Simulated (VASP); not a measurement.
## RbCl: single point with r2SCAN

The system is RbCl.

```
CELL_PARAMETERS angstrom
0.00000 3.30642 3.30642
3.30642 0.00000 3.30642
3.30642 3.30642 0.00000
ATOMIC_POSITIONS crystal
Rb 0.00000 0.00000 0.00000
Cl 0.50000 0.50000 0.50000
```

```yaml
Program: VASP 6.6.1
Task: single point
Functional: r2SCAN
Potentials_or_basis: VASP PAW PBE potentials, release 64 (Rb_sv, Cl)
Cutoff: 550 eV
k_mesh: 8 × 8 × 8
Occupations: fermi-dirac, width 0.02 eV
Spin: no spin polarisation
```

```yaml
Pressure: 0.0 GPa
Band_gap_on_the_k_mesh: 5.55 eV
```

Levels at points of the mesh, in eV from the valence-band top:
```
           k point  band 6  band 7  band 8  band 9  band 10  band 11
(0.00, 0.00, 0.00)    0.00    0.00    0.00    5.55     8.61     8.61
(0.50, 0.00, 0.00)   -0.83   -0.32   -0.32    8.17     8.48    10.85
(0.50, 0.50, 0.00)   -0.33   -0.10   -0.10    6.67     8.84    10.14
```

Run time: 96 s on 1 thread of AMD EPYC 9R45 96-Core Processor (Zen 5), on a shared host, peak memory 0.19 GiB.

Caveat: the PAW data sets were made with another functional, which shifts forces and pressure a little. r2SCAN opens gaps a little over a GGA but as a rule still falls short of measured ones.
